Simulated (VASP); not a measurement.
Here is a VASP 6.6.1 calculation.

The input INCAR:

```
SYSTEM = Ta8HN8
ALGO     = Fast           ! electronic algorithm
EDIFF    = 1E-6           ! SCF threshold, eV
ENCUT    = 520            ! plane-wave cutoff, eV
GGA      = PE             ! functional
ISIF     = 2              ! what is computed and relaxed
ISMEAR   = 0              ! smearing method
LASPH    = .True.         ! aspherical terms in the spheres
LCHARG   = .False.        ! write CHGCAR
LREAL    = Auto         
LWAVE    = .False.        ! write WAVECAR
NBANDS   = 78             ! bands
NELM     = 60             ! most SCF steps
PREC     = Accurate       ! precision mode
SIGMA    = 0.1            ! smearing width, eV
```

The input KPOINTS:

```
Automatic mesh
0
Gamma
  4 5 5
  0.5 0 0
```

Contents of POSCAR:

```
Ta8HN8
1.0
    0.0000000000      0.0000000000      5.7955432028
   -2.9501846797     -5.1098697569      0.0000000000
    5.9003693593      0.0000000000      0.0000000000
Ta N H
8 8 1
Direct
    0.2500150459      0.1666835048      0.8333400543
    0.7500159774      0.1666476917      0.8333468920
    0.2499758779      0.1767786740      0.3383950418
    0.7499812956      0.1657351440      0.3329009021
    0.2499795014      0.6616184288      0.8232155068
    0.7499850916      0.6670825603      0.8342334945
    0.2500148734      0.6616151019      0.3383963979
    0.7500170127      0.6670641645      0.3329111042
   -0.0024967461      0.0019235324      0.5038946877
    0.5025031991      0.0019151173      0.5038831925
   -0.0024981265      0.0019368400     -0.0019412284
    0.5025099284      0.0019495605     -0.0019577481
    0.0012316361      0.4999831936      0.5000001827
    0.4987420331      0.4999788882      0.4999998943
   -0.0024960559      0.4961102965     -0.0019353032
    0.5025033717      0.4961236040     -0.0019266157
    0.2500752646      0.8333404182      0.1666663686
```

Potentials or basis: VASP PAW PBE potentials, release 64 (Ta_pv, N, H).

Run with:

```console
$ cat potpaw_PBE.64/Ta_pv/POTCAR potpaw_PBE.64/N/POTCAR potpaw_PBE.64/H/POTCAR > POTCAR
$ mpirun -np 1 vasp_std > vasp.out
```

(1) Estimate the pressure.

(2) What does it give for the band gap on the k mesh?

Results:

(1) 5.8 GPa.

(2) zero (an odd number of electrons rules out a gap without spin polarisation).

Caveat: spin-orbit coupling is left out, which moves the levels of the heavy elements; an odd number of electrons without spin polarisation forces a metal; a magnetic or distorted state may lie lower.
